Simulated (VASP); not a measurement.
Input of a VASP 6.6.1 run:

POSCAR

```
Hf
1.0
   -1.9608558672      1.9608558672      1.5294675764
    1.9608558672     -1.9608558672      1.5294675764
    1.9608558672      1.9608558672     -1.5294675764
Hf
1
Direct
    0.0000000000      0.0000000000      0.0000000000
```

The input INCAR.step1:

```
SYSTEM = Hf
PREC = Accurate
ENCUT = 520
ISMEAR = 0
SIGMA = 0.15
LREAL = .False.
LASPH = .True.
NELM = 100
NBANDS = 11
GGA = PE
ALGO = Normal
EDIFF = 1E-4
LWAVE = .True.
LCHARG = .False.
```

File INCAR.step2:

```
SYSTEM = Hf
PREC = Accurate
ENCUT = 520
EDIFF = 1E-6
ISMEAR = 0
SIGMA = 0.15
LREAL = .False.
LASPH = .True.
NELM = 100
ALGO = Normal
ISIF = 2
LWAVE = .False.
LCHARG = .False.
METAGGA = R2SCAN
LMIXTAU = .True.
NBANDS = 11
ISTART = 1
```

File KPOINTS:

```
Automatic mesh
0
Gamma
  20 20 20
  0 0 0
```

Potentials or basis: VASP PAW PBE potentials, release 64 (Hf_pv).

The run is started by

```bash
$ cat potpaw_PBE.64/Hf_pv/POTCAR > POTCAR
$ cp INCAR.step1 INCAR
$ mpirun -np 1 vasp_std > vasp.out
$ cp INCAR.step2 INCAR
$ mpirun -np 1 vasp_std > vasp.out
```

Problem. Estimate the pressure.

Solution. -6.0 GPa.

Problem. What does it give for the band gap on the k mesh?

Solution. Zero (bands 5 and 6 overlap by 1.64 eV).

Stress tensor (GPa, compression positive):
```
-8.86  0.00  0.00
 0.00 -8.86  0.00
 0.00  0.00 -0.24
```

Caveat: the stress differs along the axes, from -9 to -0 GPa; the PAW data sets were made with another functional, which shifts forces and pressure a little; spin-orbit coupling is left out, which moves the levels of the heavy elements.
